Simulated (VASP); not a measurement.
KTaO3:

```
K Ta O
1.0
     3.98544    0.00000    0.00000
     0.00000    3.98544    0.00000
     0.00000    0.00000    3.98544
K Ta O
1 1 3
Direct
  0.00000 0.00000 0.00000
  0.50000 0.50000 0.50000
  0.50000 0.50000 0.00000
  0.00000 0.50000 0.50000
  0.50000 0.00000 0.50000
```

Base run:

| Property | Result |
| --- | --- |
| Program | VASP 6.6.1 |
| Functional | r2SCAN |
| Potentials or basis | VASP PAW PBE potentials, release 64 (K_sv, Ta_pv, O) |
| Cutoff | 520 eV |
| k mesh | 6 × 6 × 6 |
| Occupations | fermi-dirac, width 0.05 eV |
| Spin | no spin polarisation |

Its results: band gap on the k mesh 2.60 eV (least direct gap 3.26 eV); pressure 1.7 GPa.

**Question.** The run is repeated on the same cell with these changes: functional from r2SCAN to PBEsol; further incar settings from ALGO = Normal; EDIFF = 1e-07; NBANDS = 27 to ALGO = Normal; EDIFF = 1e-06; NBANDS = 27. What comes out?

**Answer.** Band gap on the k mesh 2.09 eV (least direct gap 2.71 eV); pressure 0.7 GPa.

Caveats: the PAW data sets were made with another functional, which shifts forces and pressure a little; spin-orbit coupling is left out, which moves the levels of the heavy elements.

A k mesh can miss the band edges.
